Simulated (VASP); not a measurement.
Runs of VASP 6.6.1 on Na. The structure is that of space group Im-3m (No. 229), or close to it. The cells are those of the table. 

| cell | gap on the mesh (eV) | pressure (GPa) |
| --- | --- | --- |
| a = 3.757 Å, angles 109.5°, 1 atom | none | -0.7 |
| a = 3.721 Å, angles 109.5°, 1 atom | none | (b) |
| a = 3.683 Å, angles 109.5°, 1 atom | none | -0.3 |
| a = 3.793 Å, angles 109.5°, 1 atom | none | (a) |
| a = 3.645 Å, angles 109.5°, 1 atom | none | -0.1 |

Alike in all rows: task single point; level PBE; potentials or basis VASP PAW PBE potentials, release 64 (Na_pv); no spin polarisation; k mesh 8 × 8 × 8; cutoff (eV) 500; smearing methfessel-paxton 0.05 eV.

Q: Fill in the values left out.

A: (a) -0.8; (b) -0.5.

A gap of «none» marks levels without a gap at the run's occupations.
